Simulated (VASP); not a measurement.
# LuH2 (Fm-3m) in VASP: notebook

Runs on LuH2. Level: PBEsol. Tasks: single point.

Program: VASP 6.6.1. These are calculated values, not measurements. Logs are shortened: lines on timing, memory, paths and dates and some standing lists are left out, and cuts for length are marked.

### Step 1. The cell of the first run

Symmetry: Fm-3m, No. 225, cubic system. The conventional cell has a = 4.965 Å, b = 4.965 Å, c = 4.965 Å, α = 90.00°, β = 90.00°, γ = 90.00°. Within 2.8 Å of Lu (site symmetry m-3m) lie 8 H at 2.15 Å. Within 2.8 Å of H (site symmetry -43m) lie 4 Lu at 2.15 Å and 6 H at 2.48 Å.

### Step 2. Single point, PBEsol (volume scaled by 0.96)

File INCAR:

```
SYSTEM = LuH2
PREC = Accurate
ENCUT = 520
EDIFF = 1E-6
ISMEAR = -1
SIGMA = 0.05
LREAL = .False.
LASPH = .True.
NELM = 100
ALGO = Normal
ISIF = 2
LWAVE = .False.
LCHARG = .False.
GGA = PS
NBANDS = 20
```

File KPOINTS:

```
Automatic mesh
0
Gamma
  9 9 9
  0 0 0
```

File POSCAR:

```
LuH2
1.0
    0.0000000000      2.4824890740      2.4824890740
    2.4824890740      0.0000000000      2.4824890740
    2.4824890740      2.4824890740      0.0000000000
Lu H
1 2
Direct
    0.0000000000      0.0000000000      0.0000000000
    0.7500000000      0.7500000000      0.7500000000
    0.2500000000      0.2500000000      0.2500000000
```

Potentials or basis: VASP PAW PBE potentials, release 64 (Lu, H).

On the command line:

```console
> cat potpaw_PBE.64/Lu/POTCAR potpaw_PBE.64/H/POTCAR > POTCAR
> mpirun -np 1 vasp_std > vasp.out
```

OUTCAR:

```text
SYSTEM = LuH2
   PREC = Accurate
   ENCUT = 520
   EDIFF = 1E-6
   ISMEAR = -1
   LREAL = .False.
   LASPH = .True.
   NELM = 100
   ISIF = 2
   GGA = PS

 ion  position               nearest neighbor table
   1  0.000  0.000  0.000-   2 2.15   2 2.15   2 2.15   2 2.15   3 2.15   3 2.15   3 2.15   3 2.15

   2  0.750  0.750  0.750-   1 2.15   1 2.15   1 2.15   1 2.15
   3  0.250  0.250  0.250-   1 2.15   1 2.15   1 2.15   1 2.15

  LATTYP: Found a face centered cubic cell.
 ALAT       =     4.9649781480

  Lattice vectors:

 A1 = (   0.0000000000,   2.4824890740,   2.4824890740)
 A2 = (   2.4824890740,   0.0000000000,   2.4824890740)
 A3 = (   2.4824890740,   2.4824890740,   0.0000000000)

Analysis of symmetry for initial positions (statically):
=====================================================================
 Subroutine PRICEL returns:
 Original cell was already a primitive cell.

 Routine SETGRP: Setting up the symmetry group for a
 face centered cubic supercell.

 Subroutine GETGRP returns: Found 48 space group operations
 (whereof 48 operations were pure point group operations)
 out of a pool of 48 trial point group operations.

The static configuration has the point symmetry O_h .

Analysis of symmetry for dynamics (positions and initial velocities):
=====================================================================
 Subroutine PRICEL returns:
 Original cell was already a primitive cell.

 Routine SETGRP: Setting up the symmetry group for a
 face centered cubic supercell.

 Subroutine GETGRP returns: Found 48 space group operations
 (whereof 48 operations were pure point group operations)
 out of a pool of 48 trial point group operations.

The dynamic configuration has the point symmetry O_h .

 Subroutine INISYM returns: Found 48 space group operations
 (whereof 48 operations are pure point group operations),
 and found     1 'primitive' translations

----------------------------------------------------------------------------------------

                                     Primitive cell

  volume of cell :      30.5979

  direct lattice vectors                    reciprocal lattice vectors
     0.000000000  2.482489074  2.482489074    -0.201410756  0.201410756  0.201410756
     2.482489074  0.000000000  2.482489074     0.201410756 -0.201410756  0.201410756
     2.482489074  2.482489074  0.000000000     0.201410756  0.201410756 -0.201410756

  length of vectors
     3.510769717  3.510769717  3.510769717     0.348853662  0.348853662  0.348853662

  position of ions in fractional coordinates (direct lattice)
     0.000000000  0.000000000  0.000000000
     0.750000000  0.750000000  0.750000000
     0.250000000  0.250000000  0.250000000

  ion indices of the primitive-cell ions
   primitive index   ion index
                 1           1
                 2           2
                 3           3

----------------------------------------------------------------------------------------

 KPOINTS: Automatic mesh

Automatic generation of k-mesh.
 Grid dimensions read from file:
 generate k-points for:    9    9    9

 Generating k-lattice:

  Cartesian coordinates                     Fractional coordinates (reciprocal lattice)
    -0.022378973  0.022378973  0.022378973     0.111111111  0.000000000  0.000000000
     0.022378973 -0.022378973  0.022378973     0.000000000  0.111111111  0.000000000
     0.022378973  0.022378973 -0.022378973     0.000000000  0.000000000  0.111111111

  Length of vectors
     0.038761518  0.038761518  0.038761518

  Shift w.r.t. Gamma in fractional coordinates (k-lattice)
     0.000000000  0.000000000  0.000000000

 Subroutine IBZKPT returns following result:
 ===========================================

 Found     35 irreducible k-points:

 Following reciprocal coordinates:
            Coordinates               Weight
  0.000000  0.000000  0.000000      1.000000
  0.111111  0.000000  0.000000      8.000000
  0.222222  0.000000  0.000000      8.000000
  0.333333  0.000000  0.000000      8.000000
  0.444444  0.000000  0.000000      8.000000
  0.111111  0.111111  0.000000      6.000000
[... 16 lines left out ...]
 -0.333333  0.333333  0.000000     12.000000
  0.444444  0.444444  0.000000      6.000000
 [... further k-points ...]
   k-points           NKPTS =     35   k-points in BZ     NKDIM =     35   number of bands    NBANDS=     20
   number of dos      NEDOS =    301   number of ions     NIONS =      3
   total plane-waves  NPLWV =  21952
   dimension x,y,z NGX =    28 NGY =   28 NGZ =   28
   dimension x,y,z NGXF=    56 NGYF=   56 NGZF=   56
   ions per type =               1   2
   NGX,Y,Z   is equivalent  to a cutoff of  13.26, 13.26, 13.26 a.u.
   NGXF,Y,Z  is equivalent  to a cutoff of  26.52, 26.52, 26.52 a.u.
 SYSTEM =  LuH2
   PREC   = accura    normal or accurate (medium, high low for compatibility)
   ISTART =      0    job   : 0-new  1-cont  2-samecut
   ICHARG =      2    charge: 1-file 2-atom 10-const
   ISPIN  =      1    spin polarized calculation?
   LNONCOLLINEAR =      F non collinear calculations
   LSORBIT =      F    spin-orbit coupling
   LASPH  =      T    aspherical Exc in radial PAW
   ENCUT  =  520.0 eV  38.22 Ry    6.18 a.u.   6.53  6.53  6.53*2*pi/ulx,y,z
   NELM   =    100;   NELMIN=  2; NELMDL= -5     # of ELM steps
   EDIFF  = 0.1E-05   stopping-criterion for ELM
   LREAL  =      F    real-space projection
   EDIFFG = 0.1E-04   stopping-criterion for IOM
   NSW    =      0    number of steps for IOM
   IBRION =     -1    ionic relax: 0-MD 1-quasi-New 2-CG
   NFREE  =      0    steps in history (QN), initial steepest desc. (CG)
   ISIF   =      2    stress and relaxation
   ISYM   =      2    0-nonsym 1-usesym 2-fastsym
   POTIM  = 0.5000    time-step for ionic-motion
   TEBEG  =    0.0;   TEEND  =   0.0 temperature during run
   PSTRESS=    0.0 pullay stress
   NELECT =      27.0000    total number of electrons
   NUPDOWN=      -1.0000    fix difference up-down
   EMIN   =  10.00;   EMAX   =-10.00  energy-range for DOS
   EFERMI =   0.00;   METHOD = LEGACY
   ISMEAR =    -1;   SIGMA  =   0.05  broadening in eV -4-tet -1-fermi 0-gaus
   EFERMI_NEDOS =   21; number of points for ismear=-14 and -15
   IALGO  =     38    algorithm
   IMIX   =      4    mixing-type and parameters
     AMIX     =   0.40;   BMIX     =  1.00
     AMIX_MAG =   1.60;   BMIX_MAG =  1.00
  volume/ion in A,a.u.               =      10.20        68.83
  Fermi-wavevector in a.u.,A,eV,Ry     =   1.570238  2.967319 33.547158  2.465647
  Thomas-Fermi vector in A             =   2.672001
   LORBIT       =      0    0 simple, 1 ext, 2 COOP (PROOUT), +10 PAW based schemes
   GGA     = PS    functional components
   LHFCALC =     F    Hartree Fock is set to
   AEXX    =    0.0000 exact exchange contribution
   IVDW    =     0    specifies the selected vdW correction
   LEPSILON=     F    determine dielectric tensor
   LRPA    =     F    only Hartree local field effects (RPA)
 non-spin polarized calculation
  energy-cutoff  :      520.00
  volume of cell :       30.60
 maximum number of plane-waves:       869
 NGX is ok and might be reduce to    28
   NGX = 13   NGY = 13   NGZ = 13

 number of electron      26.9999997 magnetization

 Free energy of the ion-electron system (eV)
  ---------------------------------------------------
  ext. energy  EPLUGINS =         0.00000000
  ---------------------------------------------------
  free energy    TOTEN  =       -13.69892977 eV

  energy without entropy =      -13.69225584  energy(sigma->0) =      -13.69559280

 E-fermi :   2.6321     XC(G=0): -11.3915

 val. band max:        2.6292697402   @ k =  -0.3333   0.2222   0.0000
 cond. band min:       2.7165179391   @ k =  -0.4444   0.2222   0.1111
 fundamental gap:      0.0872481989
 Fermi energy:         2.6321256787

 k-point     1 :       0.0000    0.0000    0.0000
  band No.  band energies     occupation
      1     -53.3384      2.00000
      2     -23.8375      2.00000
      3     -23.8375      2.00000
      4     -23.8375      2.00000
      5      -6.7656      2.00000
      6      -2.4643      2.00000
[... 12 lines left out ...]
     19      13.0146      0.00000
     20      15.2938      0.00000

 k-point     2 :       0.1111    0.0000    0.0000
  band No.  band energies     occupation
      1     -53.3353      2.00000
      2     -23.9007      2.00000
      3     -23.8451      2.00000
      4     -23.8451      2.00000
      5      -6.4661      2.00000
      6      -2.4690      2.00000
[... 12 lines left out ...]
     19      11.8811      0.00000
     20      15.9995      0.00000

 k-point     3 :       0.2222    0.0000    0.0000
  band No.  band energies     occupation
      1     -53.3274      2.00000
      2     -24.0566      2.00000
      3     -23.8643      2.00000
      4     -23.8643      2.00000
      5      -5.6704      2.00000
      6      -2.4801      2.00000
[... 12 lines left out ...]
     19      10.9879      0.00000
     20      14.5754      0.00000

 k-point     4 :       0.3333    0.0000    0.0000
  band No.  band energies     occupation
      1     -53.3184      2.00000
      2     -24.2271      2.00000
      3     -23.8860      2.00000
      4     -23.8860      2.00000
      5      -4.7135      2.00000
      6      -2.4795      2.00000
[... 12 lines left out ...]
     19      11.5949      0.00000
     20      12.2884      0.00000

 k-point     5 :       0.4444    0.0000    0.0000
  band No.  band energies     occupation
      1     -53.3126      2.00000
      2     -24.3349      2.00000
      3     -23.9001      2.00000
      4     -23.9001      2.00000
      5      -4.1235      2.00000
      6      -2.4489      2.00000
[... 12 lines left out ...]
     19       9.7222      0.00000
     20      14.1787      0.00000
[... 353 lines left out ...]
      6      -2.6039      2.00000
[... 12 lines left out ...]
     19      11.9653      0.00000
     20      12.4931      0.00000

 k-point    22 :      -0.4444    0.3333    0.0000
  band No.  band energies     occupation
      1     -53.3043      2.00000
      2     -24.2671      2.00000
      3     -24.0884      2.00000
      4     -23.9758      2.00000
      5      -2.7217      2.00000
      6      -2.4592      2.00000
[... 12 lines left out ...]
     19      12.2097      0.00000
     20      12.5455      0.00000

 k-point    23 :      -0.3333    0.3333    0.0000
  band No.  band energies     occupation
      1     -53.3052      2.00000
      2     -24.1862      2.00000
      3     -24.1770      2.00000
      4     -23.9502      2.00000
      5      -2.8502      2.00000
      6      -2.4532      2.00000
[... 12 lines left out ...]
     19      11.3296      0.00000
     20      13.4056      0.00000

 k-point    24 :       0.4444    0.4444    0.0000
  band No.  band energies     occupation
      1     -53.3041      2.00000
      2     -24.3246      2.00000
      3     -24.0028      2.00000
      4     -24.0028      2.00000
      5      -2.7061      2.00000
      6      -2.4844      2.00000
[... 12 lines left out ...]
     19      10.4227      0.00000
     20      10.4825      0.00000

 [... further k-points ...]
[... 5 lines left out ...]
  --------------------------------------------------------------------------------------
  -------------------------------------------------------------------------------------
  Total       -0.0026914     -0.0026914     -0.0026914      0.0000000     -0.0000000      0.0000000
  in kB       -0.1409276     -0.1409276     -0.1409276      0.0000000     -0.0000000      0.0000000
  external PRESSURE =      -0.1409276 kB  Pullay stress =       0.0000000 kB

 VOLUME and BASIS-vectors are now :
 -----------------------------------------------------------------------------
  energy-cutoff  :      520.00
  volume of cell :       30.60
      direct lattice vectors                 reciprocal lattice vectors
     0.000000000  2.482489074  2.482489074    -0.201410756  0.201410756  0.201410756
     2.482489074  0.000000000  2.482489074     0.201410756 -0.201410756  0.201410756
     2.482489074  2.482489074  0.000000000     0.201410756  0.201410756 -0.201410756

 POSITION                                       TOTAL-FORCE (eV/Angst)
 -----------------------------------------------------------------------------------
      0.00000      0.00000      0.00000        -0.000000      0.000000     -0.000000
      3.72373      3.72373      3.72373        -0.000000     -0.000000     -0.000000
      1.24124      1.24124      1.24124         0.000000     -0.000000      0.000000
 -----------------------------------------------------------------------------------
    total drift:                               -0.000000     -0.000000     -0.000000

  FREE ENERGIE OF THE ION-ELECTRON SYSTEM (eV)
  ---------------------------------------------------
  free  energy   TOTEN  =       -13.6989297698 eV

  energy  without entropy=      -13.6922558351  energy(sigma->0) =      -13.69559280
```

It took 16 s on 1 thread of Intel Xeon Platinum 8488C (Sapphire Rapids), shared host; peak memory 0.17 GiB.

What came out:

```yaml
Free_energy: -13.6989 eV
Pressure: 0.0 GPa
```

Caveat: the cell differs from its parent crystal (volume scaled by 0.96); the PAW data sets were made with another functional, which shifts forces and pressure a little; spin-orbit coupling is left out, which moves the levels of the heavy elements.

### Step 3. Single point, PBEsol (volume scaled by 0.98)

File INCAR:

```
  PREC = Accurate
  ENCUT = 520
  EDIFF = 1E-6
  ISMEAR = -1
  SIGMA = 0.05
  LREAL = F
  LASPH = T
  NELM = 100
  ALGO = Normal
  ISIF = 2
  LWAVE = F
  LCHARG = T
  GGA = PS
  LELF = T
  LVHAR = T
  NBANDS = 20
```

File KPOINTS:

```
Automatic mesh
0
Gamma
  9 9 9
```

File POSCAR:

```
LuH2
1.0
    0.0000000000      2.4996102294      2.4996102294
    2.4996102294      0.0000000000      2.4996102294
    2.4996102294      2.4996102294      0.0000000000
Lu H
1 2
Direct
    0.0000000000      0.0000000000      0.0000000000
    0.7500000000      0.7500000000      0.7500000000
    0.2500000000      0.2500000000      0.2500000000
```

Potentials or basis: VASP PAW PBE potentials, release 64 (Lu, H).

On the command line:

```console
> cat potpaw_PBE.64/Lu/POTCAR potpaw_PBE.64/H/POTCAR > POTCAR
> mpirun -np 1 vasp_std > vasp.out
```

Run time: 18 s. Hardware: 1 thread of Intel Xeon Platinum 8488C (Sapphire Rapids), shared host; peak memory 0.18 GiB.

The run converged. Its results:

```
Free energy : -13.6955 eV
Pressure    : -2.0 GPa
```

Levels at points of the mesh, in eV from the Fermi level:
| k point | band 9 | band 10 | band 11 | band 12 | band 13 | band 14 | band 15 | band 16 | band 17 | band 18 |
| --- | --- | --- | --- | --- | --- | --- | --- | --- | --- | --- |
| (0.00, 0.00, 0.00) | -4.81 | -4.74 | -4.74 | -4.74 | -0.35 | 1.42 | 1.42 | 1.42 | 4.32 | 4.32 |

Caveat: the cell differs from its parent crystal (volume scaled by 0.98); the PAW data sets were made with another functional, which shifts forces and pressure a little; spin-orbit coupling is left out, which moves the levels of the heavy elements.

### Step 4. Single point, PBEsol

This run uses another cell than the first one, of 10.62 Å³/atom, 1.042 times its volume.

File INCAR:

```
SYSTEM = LuH2
ALGO = Normal
EDIFF = 1E-6
ENCUT = 520
GGA = PS
ISIF = 2
ISMEAR = -1
LASPH = .TRUE.
LCHARG = .FALSE.
LREAL = .FALSE.
LWAVE = .FALSE.
NBANDS = 20
NELM = 60
PREC = Accurate
SIGMA = 0.05
```

File KPOINTS:

```
k-points
0
G
  9 9 9
  0 0 0
```

File POSCAR:

```
LuH2
1.0
    0.0000000000      2.5165000000      2.5165000000
    2.5165000000      0.0000000000      2.5165000000
    2.5165000000      2.5165000000      0.0000000000
Lu H
1 2
Direct
    0.0000000000      0.0000000000      0.0000000000
    0.7500000000      0.7500000000      0.7500000000
    0.2500000000      0.2500000000      0.2500000000
```

On the command line:

```console
> cat potpaw_PBE.64/Lu/POTCAR potpaw_PBE.64/H/POTCAR > POTCAR
> mpirun -np 1 vasp_std > vasp.out
```

It took 17 s on 1 thread of Intel Xeon Platinum 8488C (Sapphire Rapids), shared host; peak memory 0.18 GiB.

Results (log left out):

```
Free energy : -13.6847 eV
Pressure    : -3.8 GPa
```

Levels at points of the mesh, in eV from the Fermi level:
| k point | band 11 | band 12 | band 13 | band 14 | band 15 | band 16 |
| --- | --- | --- | --- | --- | --- | --- |
| (0.00, 0.00, 0.00) | -4.80 | -4.80 | -0.40 | 1.40 | 1.40 | 1.40 |

Caveat: the PAW data sets were made with another functional, which shifts forces and pressure a little; spin-orbit coupling is left out, which moves the levels of the heavy elements.

### Step 5. Overview

```csv
cell,gap on the mesh (eV),pressure (GPa)
"a = 3.511 Å, angles 60.0°, 3 atoms",none,0.0
"a = 3.535 Å, angles 60.0°, 3 atoms",none,-2.0
"a = 3.559 Å, angles 60.0°, 3 atoms",none,-3.8
```

Alike in all rows: task single point; level PBEsol; potentials or basis VASP PAW PBE potentials, release 64 (Lu, H); no spin polarisation; k mesh 9 × 9 × 9; cutoff (eV) 520; smearing fermi-dirac 0.05 eV.

Caveats: the PAW data sets were made with another functional, which shifts forces and pressure a little; spin-orbit coupling is left out, which moves the levels of the heavy elements.

Absolute energies hang on the potentials; compare differences alone.
